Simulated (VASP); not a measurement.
**Be: single point with LDA**

Crystal: Be.

```xyz
1
Lattice="-1.2318 1.2318 1.2318 1.2318 -1.2318 1.2318 1.2318 1.2318 -1.2318" Properties=species:S:1:pos:R:3 pbc="T T T"
Be    0.0000    0.0000    0.0000
```

This isn't the form of Be at room conditions, which is hcp.

```
Program                : VASP 6.6.1
Task                   : single point
Functional             : LDA
Potentials or basis    : VASP PAW LDA potentials, release 64 (Be)
Cutoff                 : 520 eV
k mesh                 : 15 × 15 × 15
Occupations            : gaussian, width 0.1 eV
Spin                   : no spin polarisation
Dipole correction      : no
Further INCAR settings : ALGO = Normal; EDIFF = 1e-06; NBANDS = 7
```

```yaml
Pressure: 0.1 GPa
Band_gap_on_the_k_mesh: zero (bands 1 and 2 overlap by 4.54 eV)
```

Levels at points of the mesh, in eV from the Fermi level:
| k point | band 1 | band 2 | band 3 | band 4 | band 5 |
| --- | --- | --- | --- | --- | --- |
| (0.00, 0.00, 0.00) | -12.27 | 19.92 | 19.92 | 19.92 | 31.87 |

It took 2.2 s on 1 thread of Intel(R) Xeon(R) Platinum 8259CL CPU @ 2.50GHz (Skylake/Cascade Lake), with other jobs on the host, peak memory 0.1 GiB.
